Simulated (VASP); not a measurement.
## MgCd2O3: single point with PBE

The system is MgCd2O3.

```
Mg Cd O
1.0
     3.23817    0.00000    0.00000
     0.00000    5.60867    0.00000
     0.00000    0.00000    8.09112
Mg Cd O
2 4 6
Direct
  0.00000 0.00000 0.00000
  0.50000 0.50000 0.00000
  0.50000 0.16667 0.32323
  0.00000 0.66667 0.32323
  0.00000 0.33333 0.67677
  0.50000 0.83333 0.67677
  0.50000 0.16667 0.85864
  0.00000 0.66667 0.85864
  0.00000 0.33333 0.14136
  0.50000 0.83333 0.14136
  0.00000 0.00000 0.50000
  0.50000 0.50000 0.50000
```

```yaml
Program: VASP 6.6.1
Task: single point
Functional: PBE
Potentials_or_basis: VASP PAW PBE potentials, release 64 (Mg, Cd, O)
Cutoff: 520 eV
k_mesh: 4 × 4 × 2
Occupations: gaussian, width 0.1 eV
Spin: no spin polarisation
```

```yaml
Pressure: 0.7 GPa
Largest_force: 0.099 eV/Å
Band_gap_on_the_k_mesh: 0.58 eV
```

Forces in eV/Å, atoms in the order of the input:
```
Mg   0.000  0.000  0.000
Mg   0.000  0.000  0.000
Cd   0.000  0.001 -0.016
Cd   0.000  0.001 -0.016
Cd   0.000 -0.001  0.016
Cd   0.000 -0.001  0.016
O    0.000 -0.005  0.099
O    0.000 -0.005  0.099
O    0.000  0.005 -0.099
O    0.000  0.005 -0.099
O    0.000  0.000  0.000
O    0.000  0.000  0.000
```

Stress tensor (GPa, compression positive):
```
 0.83  0.00  0.00
 0.00  0.61 -0.03
 0.00 -0.03  0.81
```

Levels at points of the mesh, in eV from the valence-band top:
| k point | band 41 | band 42 | band 43 | band 44 | band 45 | band 46 | band 47 | band 48 |
| --- | --- | --- | --- | --- | --- | --- | --- | --- |
| (0.00, 0.00, 0.00) | -0.67 | -0.34 | 0.00 | 0.00 | 0.58 | 4.31 | 4.60 | 4.78 |
| (0.50, 0.00, 0.00) | -0.89 | -0.89 | -0.09 | -0.09 | 5.31 | 5.31 | 5.53 | 5.53 |
| (0.00, 0.50, 0.00) | -0.32 | -0.32 | -0.21 | -0.21 | 3.12 | 3.12 | 4.95 | 4.95 |
| (0.50, 0.50, 0.00) | -0.67 | -0.67 | -0.35 | -0.35 | 4.60 | 4.60 | 5.56 | 5.56 |
| (0.00, 0.00, 0.50) | -0.13 | -0.13 | -0.11 | 0.00 | 2.01 | 2.82 | 4.80 | 5.05 |
| (0.50, 0.00, 0.50) | -0.69 | -0.69 | -0.57 | -0.57 | 5.26 | 5.26 | 5.62 | 5.62 |
| (0.00, 0.50, 0.50) | -0.60 | -0.60 | -0.15 | -0.15 | 3.41 | 3.41 | 4.48 | 4.48 |
| (0.50, 0.50, 0.50) | -0.11 | -0.11 | 0.00 | 0.00 | 4.80 | 4.80 | 5.05 | 5.05 |

Run time: 2.1 min on 1 thread of Intel(R) Xeon(R) Platinum 8375C CPU @ 2.90GHz (Ice Lake) (shared host), peak memory 0.3 GiB.

Caveat: the k points lie up to 0.49 Å⁻¹ apart.
